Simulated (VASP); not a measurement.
# HgTe (F-43m) in VASP: a series of runs, part 3 of 3

VASP 6.6.1. Earlier steps stand in the parts before.

## Step 5: Single point, PBE, non-collinear spin, zero start, spin-orbit coupling

This run uses another cell than the first one, of 36.79 Å³/atom.

INCAR

```
SYSTEM = HgTe
PREC = Accurate
ENCUT = 520
EDIFF = 1E-7
ISMEAR = 0
SIGMA = 0.05
LREAL = .False.
LASPH = .True.
NELM = 150
ALGO = Normal
ISIF = 2
LWAVE = .False.
LCHARG = .False.
MAGMOM = 0 0 0 0 0 0
LORBIT = 11
LSORBIT = .True.
GGA_COMPAT = .False.
LORBMOM = .True.
GGA = PE
NBANDS = 30
```

KPOINTS

```
regular mesh
0
Gamma
  10 10 10
  0 0 0
```

POSCAR

```
HgTe
1.0
    0.0000000000      3.3259388588      3.3259388588
    3.3259388588      0.0000000000      3.3259388588
    3.3259388588      3.3259388588      0.0000000000
Hg Te
1 1
Direct
    0.0000000000      0.0000000000      0.0000000000
    0.2500000000      0.2500000000      0.2500000000
```

Potentials or basis: VASP PAW PBE potentials, release 64 (Hg, Te).

Launch:

```
$ cat potpaw_PBE.64/Hg/POTCAR potpaw_PBE.64/Te/POTCAR > POTCAR
$ mpirun -np 1 vasp_ncl > vasp.out
```

OUTCAR:

```text
SYSTEM = HgTe
   PREC = Accurate
   ENCUT = 520
   EDIFF = 1E-7
   ISMEAR = 0
   LREAL = .False.
   LASPH = .True.
   NELM = 150
   ISIF = 2
   LORBIT = 11
   LSORBIT = .True.
   GGA = PE

 ion  position               nearest neighbor table
   1  0.000  0.000  0.000-   2 2.88   2 2.88   2 2.88   2 2.88
   2  0.250  0.250  0.250-   1 2.88   1 2.88   1 2.88   1 2.88

  LATTYP: Found a face centered cubic cell.
 ALAT       =     6.6518777176

  Lattice vectors:

 A1 = (   0.0000000000,   3.3259388588,   3.3259388588)
 A2 = (   3.3259388588,   0.0000000000,   3.3259388588)
 A3 = (   3.3259388588,   3.3259388588,   0.0000000000)

Analysis of symmetry for initial positions (statically):
=====================================================================
 Subroutine PRICEL returns:
 Original cell was already a primitive cell.

 Routine SETGRP: Setting up the symmetry group for a
 face centered cubic supercell.

 Subroutine GETGRP returns: Found 24 space group operations
 (whereof 24 operations were pure point group operations)
 out of a pool of 48 trial point group operations.

The static configuration has the point symmetry T_d .

Analysis of symmetry for dynamics (positions and initial velocities):
=====================================================================
 Subroutine PRICEL returns:
 Original cell was already a primitive cell.

 Routine SETGRP: Setting up the symmetry group for a
 face centered cubic supercell.

 Subroutine GETGRP returns: Found 24 space group operations
 (whereof 24 operations were pure point group operations)
 out of a pool of 48 trial point group operations.

The dynamic configuration has the point symmetry T_d .

Analysis of structural, dynamic, and magnetic symmetry:
=====================================================================
 Subroutine PRICEL returns:
 Original cell was already a primitive cell.

 Routine SETGRP: Setting up the symmetry group for a
[... 1002 lines left out ...]

 # of ion     p       d       tot
 ----------------------------------------
  1         0.000  -0.000  -0.000
  2         0.000   0.000   0.000
 ----------------------------------------
            0.000  -0.000  -0.000

 orbital moment (z)

 # of ion     p       d       tot
 ----------------------------------------
  1         0.000   0.000   0.000
  2         0.000   0.000   0.000
 ----------------------------------------
            0.000   0.000   0.000

 Spin-Orbit-Coupling matrix elements

 Ion:    1  E_soc:     -0.5717783
 l=   1
     0.0000000    -0.0288131    -0.0288131
    -0.0288131     0.0000000    -0.0288131
    -0.0288131    -0.0288131     0.0000000
 l=   2
     0.0000000    -0.0131094     0.0000000    -0.0131094    -0.0533738
    -0.0131094     0.0000000    -0.0400304    -0.0131094    -0.0133435
     0.0000000    -0.0400304     0.0000000    -0.0400304     0.0000000
    -0.0131094    -0.0131094    -0.0400304     0.0000000    -0.0133435
    -0.0533738    -0.0133435     0.0000000    -0.0133435     0.0000000
 l=   3
     0.0000000     0.0000000     0.0000000     0.0000000     0.0000000     0.0000000     0.0000000
     0.0000000     0.0000000     0.0000000     0.0000000     0.0000000     0.0000000     0.0000000
     0.0000000     0.0000000     0.0000000     0.0000000     0.0000000     0.0000000     0.0000000
     0.0000000     0.0000000     0.0000000     0.0000000     0.0000000     0.0000000     0.0000000
     0.0000000     0.0000000     0.0000000     0.0000000     0.0000000     0.0000000     0.0000000
     0.0000000     0.0000000     0.0000000     0.0000000     0.0000000     0.0000000     0.0000000
     0.0000000     0.0000000     0.0000000     0.0000000     0.0000000     0.0000000     0.0000000

 Ion:    2  E_soc:     -0.2277526
 l=   1
     0.0000000    -0.0378422    -0.0378422
    -0.0378422     0.0000000    -0.0378422
    -0.0378422    -0.0378422     0.0000000
 l=   2
     0.0000000    -0.0000457     0.0000000    -0.0000457    -0.0000708
    -0.0000457     0.0000000    -0.0000531    -0.0000457    -0.0000177
     0.0000000    -0.0000531     0.0000000    -0.0000531     0.0000000
    -0.0000457    -0.0000457    -0.0000531     0.0000000    -0.0000177
    -0.0000708    -0.0000177     0.0000000    -0.0000177     0.0000000
 l=   3
     0.0000000     0.0000000     0.0000000     0.0000000     0.0000000     0.0000000     0.0000000
     0.0000000     0.0000000     0.0000000     0.0000000     0.0000000     0.0000000     0.0000000
     0.0000000     0.0000000     0.0000000     0.0000000     0.0000000     0.0000000     0.0000000
     0.0000000     0.0000000     0.0000000     0.0000000     0.0000000     0.0000000     0.0000000
     0.0000000     0.0000000     0.0000000     0.0000000     0.0000000     0.0000000     0.0000000
     0.0000000     0.0000000     0.0000000     0.0000000     0.0000000     0.0000000     0.0000000
     0.0000000     0.0000000     0.0000000     0.0000000     0.0000000     0.0000000     0.0000000

 total charge

# of ion       s       p       d       tot
------------------------------------------
    1        0.743   0.365   9.361  10.470
    2        1.375   1.937   0.026   3.338
--------------------------------------------------
tot          2.119   2.302   9.387  13.808

 magnetization (x)

# of ion       s       p       d       tot
------------------------------------------
    1       -0.000   0.000   0.000  -0.000
    2        0.000   0.000   0.000   0.000
--------------------------------------------------
tot         -0.000   0.000   0.000   0.000

 magnetization (y)

# of ion       s       p       d       tot
------------------------------------------
    1        0.000   0.000   0.000   0.000
    2       -0.000   0.000   0.000   0.000
--------------------------------------------------
tot          0.000   0.000   0.000   0.000

 magnetization (z)

# of ion       s       p       d       tot
------------------------------------------
    1        0.000  -0.000  -0.000  -0.000
    2        0.000   0.000   0.000   0.000
--------------------------------------------------
tot          0.000  -0.000  -0.000   0.000
```

OSZICAR:

```text
N       E                     dE             d eps       ncg     rms          rms(c)
DAV:   1     0.112965716162E+03    0.11297E+03   -0.76902E+03  4380   0.103E+03
DAV:   2     0.137126193229E+01   -0.11159E+03   -0.10580E+03  4838   0.248E+02
DAV:   3    -0.417388431954E+01   -0.55451E+01   -0.55032E+01  5122   0.549E+01
DAV:   4    -0.424318838272E+01   -0.69304E-01   -0.69271E-01  5466   0.563E+00
DAV:   5    -0.424390364040E+01   -0.71526E-03   -0.71524E-03  5116   0.602E-01    0.810E+00
DAV:   6    -0.404866594208E+01    0.19524E+00   -0.37496E-01  4770   0.882E+00    0.616E+00
DAV:   7    -0.404618549633E+01    0.24804E-02   -0.12462E-01  4860   0.236E+00    0.293E+00
DAV:   8    -0.404550620565E+01    0.67929E-03   -0.78558E-03  4824   0.969E-01    0.112E+00
DAV:   9    -0.404545909662E+01    0.47109E-04   -0.72385E-04  4952   0.241E-01    0.299E-01
DAV:  10    -0.404553144509E+01   -0.72348E-04   -0.38150E-04  4860   0.234E-01    0.661E-02
DAV:  11    -0.404553758537E+01   -0.61403E-05   -0.34338E-05  5016   0.748E-02    0.248E-02
DAV:  12    -0.404554547421E+01   -0.78888E-05   -0.21950E-05  5074   0.431E-02    0.229E-02
DAV:  13    -0.404554531472E+01    0.15950E-06   -0.19890E-06  5048   0.125E-02    0.190E-02
DAV:  14    -0.404554476160E+01    0.55312E-06   -0.27227E-06  4646   0.174E-02    0.417E-03
DAV:  15    -0.404554467448E+01    0.87121E-07   -0.75999E-07  4704   0.703E-03
   1 F= -.40455447E+01 E0= -.40455100E+01  d E =-.693791E-04  mag=    -0.0000     0.0000     0.0000
```

stdout:

```text
POSCAR found type information on POSCAR HgTe
 POSCAR found :  2 types and       2 ions
 scaLAPACK will be used
 LDA part: xc-table for (Slater+PW92), standard interpolation
 POSCAR, INCAR and KPOINTS ok, starting setup
 FFT: planning ... GRIDC
 FFT: planning ... GRID_SOFT
 FFT: planning ... GRID
 WAVECAR not read
 entering main loop
```

Wall time 12 min (1 thread of Oxide Virtual Turin-like, shared host); peak memory 0.48 GiB.

What came out:

```yaml
Free_energy: -4.0455 eV
Pressure: -0.1 GPa
Net_moment: 0.00 μB per cell
Valence_electrons_inside_the_program's_atomic_spheres: Hg 10.47; Te 3.34
```

Moments on the atoms (μB; x, y, z):
```
Hg  0.00 0.00 0.00
Te  0.00 0.00 0.00
```

## Step 6: Single point, PBE, non-collinear spin, zero start, spin-orbit coupling (37.14 Å³/atom)

This run uses another cell than the first one, of 37.14 Å³/atom.

INCAR

```
SYSTEM = HgTe
PREC = Accurate ; ENCUT = 520
EDIFF = 1E-6 ; ISMEAR = 0
SIGMA = 0.05 ; LREAL = .False.
LASPH = .True. ; NELM = 150
ALGO = Fast ; ISIF = 2
LWAVE = .False. ; LCHARG = .False.
LNONCOLLINEAR = .True. ; MAGMOM = 0 0 0 0 0 0
LORBIT = 11 ; LSORBIT = .True.
GGA_COMPAT = .False. ; LORBMOM = .True.
GGA = PE ; NBANDS = 30
```

KPOINTS is that of step 5.

POSCAR

```
HgTe
1.0
    0.0000000000      3.3364986586      3.3364986586
    3.3364986586      0.0000000000      3.3364986586
    3.3364986586      3.3364986586      0.0000000000
Hg Te
1 1
Direct
    0.0000000000      0.0000000000      0.0000000000
    0.2500000000      0.2500000000      0.2500000000
```

Potentials or basis: VASP PAW PBE potentials, release 64 (Hg, Te).

Launch:

```
$ cat potpaw_PBE.64/Hg/POTCAR potpaw_PBE.64/Te/POTCAR > POTCAR
$ mpirun -np 1 vasp_ncl > vasp.out
```

It took 11 min on 1 thread of Oxide Virtual Turin-like, shared host; peak memory 0.5 GiB.

It converged, with:

| Quantity | Value |
| --- | --- |
| Free energy | -4.0443 eV |
| Pressure | -0.5 GPa |
| Net moment | 0.00 μB per cell |
| Valence electrons inside the program's atomic spheres | Hg 10.46; Te 3.33 |

Moments on the atoms (μB; x, y, z):
```
Hg  0.00 0.00 0.00
Te  0.00 0.00 0.00
```

## Step 7: Single point, PBE, non-collinear spin, zero start, spin-orbit coupling (37.87 Å³/atom)

This run uses another cell than the first one, of 37.87 Å³/atom.

INCAR

```
ALGO = Normal
EDIFF = 1E-6
ENCUT = 520
GGA = PE
GGA_COMPAT = F
ISIF = 2
ISMEAR = 0
LASPH = T
LCHARG = T
LORBIT = 11
LORBMOM = T
LREAL = F
LSORBIT = T
LVHAR = T
LWAVE = F
MAGMOM = 0 0 0 0 0 0
NBANDS = 30
NELM = 150
PREC = Accurate
SIGMA = 0.05
```

KPOINTS

```
k-points
0
Gamma
  10 10 10
```

POSCAR

```
HgTe
1.0
    0.0000000000      3.3581648414      3.3581648414
    3.3581648414      0.0000000000      3.3581648414
    3.3581648414      3.3581648414      0.0000000000
Hg Te
1 1
Direct
    0.0000000000      0.0000000000      0.0000000000
    0.2500000000      0.2500000000      0.2500000000
```

Launch:

```
$ cat potpaw_PBE.64/Hg/POTCAR potpaw_PBE.64/Te/POTCAR > POTCAR
$ mpirun -np 1 vasp_ncl > vasp.out
```

Wall time 9.8 min (1 thread of Oxide Virtual Turin-like, shared host); peak memory 0.51 GiB.

The run converged. Its results:

```yaml
Free_energy: -4.0377 eV
Pressure: -1.1 GPa
Net_moment: 0.00 μB per cell
Valence_electrons_inside_the_program's_atomic_spheres: Hg 10.45; Te 3.33
```

Moments on the atoms (μB; x, y, z):
```
Hg  0.00 0.00 0.00
Te  0.00 0.00 0.00
```

## Step 8: Overview

```tsv
cell	pressure (GPa)	moment (μB)
a = 4.656 Å, angles 60.0°, 2 atoms	1.0	0.00
a = 4.794 Å, angles 60.0°, 2 atoms	-1.8	0.00
a = 4.697 Å, angles 60.0°, 2 atoms	0.0	0.00
a = 4.704 Å, angles 60.0°, 2 atoms	-0.1	0.00
a = 4.719 Å, angles 60.0°, 2 atoms	-0.5	0.00
a = 4.749 Å, angles 60.0°, 2 atoms	-1.1	0.00
```

Alike in all rows: task single point; level PBE; potentials or basis VASP PAW PBE potentials, release 64 (Hg, Te); spin non-collinear, zero start, SOC; k mesh 10 × 10 × 10; cutoff (eV) 520; smearing gaussian 0.05 eV.

Absolute energies hang on the potentials; compare differences alone.
